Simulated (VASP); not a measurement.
# In6As (R-3) in VASP: a series of runs, part 2 of 3

VASP 6.6.1.

## (3) Single point, PBE

INCAR reads:

```
SYSTEM = In6As
ALGO = Fast
EDIFF = 1E-6
ENCUT = 520
GGA = PE
ISIF = 2
ISMEAR = 0
LASPH = .TRUE.
LCHARG = .TRUE.
LELF = .TRUE.
LREAL = .FALSE.
LVHAR = .TRUE.
LWAVE = .FALSE.
NBANDS = 50
NELM = 80
PREC = Accurate
SIGMA = 0.1
```

KPOINTS reads:

```
k-points
0
G
  6 6 6
  0 0 0
```

POSCAR reads:

```
In6As
1.0
    3.1880632185      1.8406291574      5.4370550316
   -3.1880632185      1.8406291574      5.4370550316
    0.0000000000     -3.6812583148      5.4370550316
In As
6 1
Direct
    0.2965261038      0.9195382179      0.5178237383
    0.5178237383      0.2965261038      0.9195382179
    0.0804617821      0.4821762617      0.7034738962
    0.4821762617      0.7034738962      0.0804617821
    0.7034738962      0.0804617821      0.4821762617
    0.9195382179      0.5178237383      0.2965261038
    0.0000000000      0.0000000000      0.0000000000
```

Potentials or basis: VASP PAW PBE potentials, release 64 (In_d, As).

Run with:

```bash
$ cat potpaw_PBE.64/In_d/POTCAR potpaw_PBE.64/As/POTCAR > POTCAR
$ mpirun -np 1 vasp_std > vasp.out
```

OUTCAR:

```text
SYSTEM = In6As
   EDIFF = 1E-6
   ENCUT = 520
   GGA = PE
   ISIF = 2
   ISMEAR = 0
   LASPH = .TRUE.
   LREAL = .FALSE.
   NELM = 80
   PREC = Accurate

 ion  position               nearest neighbor table
   1  0.297  0.920  0.518-   7 2.87   5 3.22   4 3.24   3 3.24   6 3.34   2 3.34   6 3.49   2 3.49
                             5 3.56   3 3.81   4 3.81
   2  0.518  0.297  0.920-   7 2.87   4 3.22   3 3.24   5 3.24   6 3.34   1 3.34   1 3.49   6 3.49
                             4 3.56   5 3.81   3 3.81
   3  0.080  0.482  0.703-   7 2.87   6 3.22   2 3.24   1 3.24   5 3.34   4 3.34   5 3.49   4 3.49
                             6 3.56   1 3.81   2 3.81
   4  0.482  0.703  0.080-   7 2.87   2 3.22   6 3.24   1 3.24   3 3.34   5 3.34   5 3.49   3 3.49
                             2 3.56   1 3.81   6 3.81
   5  0.703  0.080  0.482-   7 2.87   1 3.22   2 3.24   6 3.24   3 3.34   4 3.34   3 3.49   4 3.49
                             1 3.56   6 3.81   2 3.81
   6  0.920  0.518  0.297-   7 2.87   3 3.22   4 3.24   5 3.24   1 3.34   2 3.34   1 3.49   2 3.49
                             3 3.56   5 3.81   4 3.81
   7  0.000  0.000  0.000-   2 2.87   4 2.87   3 2.87   6 2.87   5 2.87   1 2.87

  LATTYP: Found a trigonal (rhomboedric) cell.
 ALAT       =     6.5660665696
 COS(alpha) =     0.5285091357

  Lattice vectors:

 A1 = (   3.1880632185,   1.8406291574,   5.4370550316)
 A2 = (  -3.1880632185,   1.8406291574,   5.4370550316)
 A3 = (   0.0000000000,  -3.6812583148,   5.4370550316)

Analysis of symmetry for initial positions (statically):
=====================================================================
 Subroutine PRICEL returns:
 Original cell was already a primitive cell.

 Routine SETGRP: Setting up the symmetry group for a
 trigonal (rhombohedral) supercell.

 Subroutine GETGRP returns: Found  6 space group operations
 (whereof  6 operations were pure point group operations)
 out of a pool of 12 trial point group operations.

The static configuration has the point symmetry S_6 .

Analysis of symmetry for dynamics (positions and initial velocities):
=====================================================================
 Subroutine PRICEL returns:
 Original cell was already a primitive cell.

 Routine SETGRP: Setting up the symmetry group for a
 trigonal (rhombohedral) supercell.

 Subroutine GETGRP returns: Found  6 space group operations
 (whereof  6 operations were pure point group operations)
 out of a pool of 12 trial point group operations.

The dynamic configuration has the point symmetry S_6 .

 Subroutine INISYM returns: Found  6 space group operations
 (whereof  6 operations are pure point group operations),
 and found     1 'primitive' translations

----------------------------------------------------------------------------------------

                                     Primitive cell

  volume of cell :     191.4292

  direct lattice vectors                    reciprocal lattice vectors
     3.188063218  1.840629157  5.437055032     0.156835033  0.090548749  0.061307699
    -3.188063218  1.840629157  5.437055032    -0.156835033  0.090548749  0.061307699
     0.000000000 -3.681258315  5.437055032     0.000000000 -0.181097497  0.061307699

  length of vectors
     6.566066570  6.566066570  6.566066570     0.191193455  0.191193455  0.191193455

  position of ions in fractional coordinates (direct lattice)
     0.296526104  0.919538218  0.517823738
     0.517823738  0.296526104  0.919538218
[... 70 lines left out ...]
   number of dos      NEDOS =    301   number of ions     NIONS =      7
   total plane-waves  NPLWV = 125000
   dimension x,y,z NGX =    50 NGY =   50 NGZ =   50
   dimension x,y,z NGXF=   100 NGYF=  100 NGZF=  100
   ions per type =               6   1
   NGX,Y,Z   is equivalent  to a cutoff of  12.66, 12.66, 12.66 a.u.
   NGXF,Y,Z  is equivalent  to a cutoff of  25.32, 25.32, 25.32 a.u.
 SYSTEM =  In6As
   PREC   = accura    normal or accurate (medium, high low for compatibility)
   ISTART =      0    job   : 0-new  1-cont  2-samecut
   ICHARG =      2    charge: 1-file 2-atom 10-const
   ISPIN  =      1    spin polarized calculation?
   LNONCOLLINEAR =      F non collinear calculations
   LSORBIT =      F    spin-orbit coupling
   LASPH  =      T    aspherical Exc in radial PAW
   ENCUT  =  520.0 eV  38.22 Ry    6.18 a.u.  12.21 12.21 12.21*2*pi/ulx,y,z
   NELM   =     80;   NELMIN=  2; NELMDL= -5     # of ELM steps
   EDIFF  = 0.1E-05   stopping-criterion for ELM
   LREAL  =      F    real-space projection
   EDIFFG = 0.1E-04   stopping-criterion for IOM
   NSW    =      0    number of steps for IOM
   IBRION =     -1    ionic relax: 0-MD 1-quasi-New 2-CG
   NFREE  =      0    steps in history (QN), initial steepest desc. (CG)
   ISIF   =      2    stress and relaxation
   ISYM   =      2    0-nonsym 1-usesym 2-fastsym
   POTIM  = 0.5000    time-step for ionic-motion
   TEBEG  =    0.0;   TEEND  =   0.0 temperature during run
   PSTRESS=    0.0 pullay stress
   NELECT =      83.0000    total number of electrons
   NUPDOWN=      -1.0000    fix difference up-down
   EMIN   =  10.00;   EMAX   =-10.00  energy-range for DOS
   EFERMI =   0.00;   METHOD = LEGACY
   ISMEAR =     0;   SIGMA  =   0.10  broadening in eV -4-tet -1-fermi 0-gaus
   EFERMI_NEDOS =   21; number of points for ismear=-14 and -15
   IALGO  =     68    algorithm
   IMIX   =      4    mixing-type and parameters
     AMIX     =   0.40;   BMIX     =  1.00
     AMIX_MAG =   1.60;   BMIX_MAG =  1.00
  volume/ion in A,a.u.               =      27.35       184.55
  Fermi-wavevector in a.u.,A,eV,Ry     =   1.239077  2.341515 20.889169  1.535311
  Thomas-Fermi vector in A             =   2.373575
   LORBIT       =      0    0 simple, 1 ext, 2 COOP (PROOUT), +10 PAW based schemes
   GGA     = PE    functional components
   LHFCALC =     F    Hartree Fock is set to
   AEXX    =    0.0000 exact exchange contribution
   IVDW    =     0    specifies the selected vdW correction
   LEPSILON=     F    determine dielectric tensor
   LRPA    =     F    only Hartree local field effects (RPA)
 non-spin polarized calculation
 RMM-DIIS sequential band-by-band and
 Gauss-broadening in eV      SIGMA  =   0.10
  energy-cutoff  :      520.00
  volume of cell :      191.43
 maximum number of plane-waves:      5178
 NGX is ok and might be reduce to    50
   NGX = 25   NGY = 25   NGZ = 25

 number of electron      83.0000008 magnetization

 Free energy of the ion-electron system (eV)
  ---------------------------------------------------
  ext. energy  EPLUGINS =         0.00000000
  ---------------------------------------------------
  free energy    TOTEN  =       -19.94299282 eV

  energy without entropy =      -19.92715308  energy(sigma->0) =      -19.93507295

 E-fermi :   6.4621     XC(G=0):  -9.8684

 val. band max:        6.4599824106   @ k =   0.1667   0.0000   0.0000
 cond. band min:       6.4621543381   @ k =   0.5000   0.5000   0.5000
 fundamental gap:      0.0021719274
 Fermi energy:         6.4620759524

 k-point     1 :       0.0000    0.0000    0.0000
  band No.  band energies     occupation
      1      -8.2336      2.00000
      2      -8.2336      2.00000
      3      -8.2210      2.00000
      4      -8.2044      2.00000
      5      -8.1752      2.00000
      6      -8.1752      2.00000
[... 1261 lines left out ...]
     49      10.0632      0.00000
     50      10.5264      0.00000

 [... further k-points ...]

------------------------ aborting loop because EDIFF is reached ----------------------------------------

  FORCE on cell =-STRESS in cart. coord.  units (eV):
  Direction    XX          YY          ZZ          XY          YZ          ZX
  --------------------------------------------------------------------------------------
  -------------------------------------------------------------------------------------
  Total       -0.0105304     -0.0105304     -0.0102952     -0.0000000      0.0000000      0.0000000
  in kB       -0.0881351     -0.0881351     -0.0861661     -0.0000002      0.0000000      0.0000000
  external PRESSURE =      -0.0874788 kB  Pullay stress =       0.0000000 kB

 VOLUME and BASIS-vectors are now :
 -----------------------------------------------------------------------------
  energy-cutoff  :      520.00
  volume of cell :      191.43
      direct lattice vectors                 reciprocal lattice vectors
     3.188063218  1.840629157  5.437055032     0.156835033  0.090548749  0.061307699
    -3.188063218  1.840629157  5.437055032    -0.156835033  0.090548749  0.061307699
     0.000000000 -3.681258315  5.437055032     0.000000000 -0.181097497  0.061307699

 POSITION                                       TOTAL-FORCE (eV/Angst)
 -----------------------------------------------------------------------------------
     -1.98620      0.33208      9.42724         0.002746      0.002558     -0.002411
      0.70551     -1.88614      9.42724        -0.003588      0.001099     -0.002411
     -1.28069     -1.55406      6.88392        -0.000842      0.003657      0.002411
     -0.70551      1.88614      6.88392         0.003588     -0.001099      0.002411
      1.98620     -0.33208      6.88392        -0.002746     -0.002558      0.002411
      1.28069      1.55406      9.42724         0.000842     -0.003657     -0.002411
      0.00000      0.00000      0.00000         0.000000      0.000000      0.000000
 -----------------------------------------------------------------------------------
    total drift:                               -0.000000     -0.000000      0.000000

  FREE ENERGIE OF THE ION-ELECTRON SYSTEM (eV)
  ---------------------------------------------------
  free  energy   TOTEN  =       -19.9429928186 eV

  energy  without entropy=      -19.9271530805  energy(sigma->0) =      -19.93507295
```

It took 16 min on 1 thread of Intel Xeon 8259CL, shared host; peak memory 0.53 GiB.

What came out:

* Free energy: -19.9430 eV
* Pressure: 0.0 GPa
* Largest force: 0.004 eV/Å
* Band gap on the k mesh: zero (an odd number of electrons rules out a gap without spin polarisation)

Forces in eV/Å, atoms in the order of the input:
```
In   0.003  0.003 -0.002
In  -0.004  0.001 -0.002
In  -0.001  0.004  0.002
In   0.004 -0.001  0.002
In  -0.003 -0.003  0.002
In   0.001 -0.004 -0.002
As   0.000  0.000  0.000
```

Levels at points of the mesh, in eV from the Fermi level:
| k point | band 38 | band 39 | band 40 | band 41 | band 42 | band 43 | band 44 | band 45 |
| --- | --- | --- | --- | --- | --- | --- | --- | --- |
| (0.00, 0.00, 0.00) | -2.40 | -2.29 | -2.18 | -2.18 | -1.07 | -1.01 | -1.01 | -0.64 |
| (0.50, 0.00, 0.00) | -3.30 | -1.71 | -1.10 | -0.94 | 0.14 | 0.25 | 1.23 | 2.41 |
| (0.50, 0.50, 0.00) | -1.45 | -1.34 | -0.76 | -0.21 | 0.56 | 0.65 | 1.18 | 1.93 |
| (0.50, 0.50, 0.50) | -2.52 | -1.16 | -0.72 | -0.72 | -0.07 | -0.07 | 0.00 | 2.86 |

Caveat: spin-orbit coupling is left out, which moves the levels of the heavy elements.

[end of part 2 of 3]
